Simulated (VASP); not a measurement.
The system is TaN.

```
Ta N
1.0
     0.00000    2.17900    2.17900
     2.17900    0.00000    2.17900
     2.17900    2.17900    0.00000
Ta N
1 1
Direct
  0.50000 0.50000 0.50000
  0.00000 0.00000 0.00000
```

```yaml
Program: VASP 6.6.1
Task: relaxation of cell and atoms
Functional: PBEsol
Potentials_or_basis: VASP PAW PBE potentials, release 64 (Ta_pv, N)
Cutoff: 600 eV
k_mesh: 12 × 12 × 12
Occupations: fermi-dirac, width 0.025 eV
Spin: no spin polarisation
```

At the start: pressure 5.4 GPa; volume 10.35 Å³/atom.

**Question.** How do energy, volume and symmetry change on relaxing?

**Answer.** Over 22 steps the energy falls by 2.5 meV/atom and the volume is 10.50 Å³/atom (+1.5 %); space group Fm-3m (No. 225, to 0.05 Å).

Step by step:
```csv
step,energy change (eV),largest force (eV/Å),pressure (GPa),volume (Å³)
1,0.0000,0.0000,5.41,20.69
2,0.0236,0.0000,-11.69,21.76
3,-0.0051,0.0000,-0.04,21.00
4,-0.0051,0.0000,0.05,20.99
5,-0.0051,0.0000,0.05,20.99
6,-0.0051,0.0000,0.05,20.99
7,-0.0051,0.0000,0.05,20.99
8,-0.0051,0.0000,0.05,20.99
9,-0.0051,0.0000,0.05,20.99
10,-0.0051,0.0000,0.05,20.99
11,-0.0051,0.0000,0.05,20.99
12,-0.0051,0.0000,0.05,21.00
13,-0.0051,0.0000,0.05,21.00
14,-0.0051,0.0000,0.05,21.00
15,-0.0051,0.0000,0.04,21.00
16,-0.0051,0.0000,0.04,21.00
17,-0.0051,0.0000,0.03,21.00
18,-0.0051,0.0000,-0.09,21.00
19,-0.0051,0.0000,-0.05,21.00
20,-0.0051,0.0000,-0.05,21.00
21,-0.0051,0.0000,-0.03,21.00
22,-0.0051,0.0000,-0.03,21.00
```

Final structure:
```yaml
crystal:
  lattice:
    - [0.00000, 2.18973, 2.18973]
    - [2.18973, 0.00000, 2.18973]
    - [2.18973, 2.18973, 0.00000]
  atoms:
    - { symbol: Ta, position: [0.50000, 0.50000, 0.50000] }
    - { symbol: N, position: [0.00000, 0.00000, 0.00000] }
```

Caveat: the PAW data sets were made with another functional, which shifts forces and pressure a little.
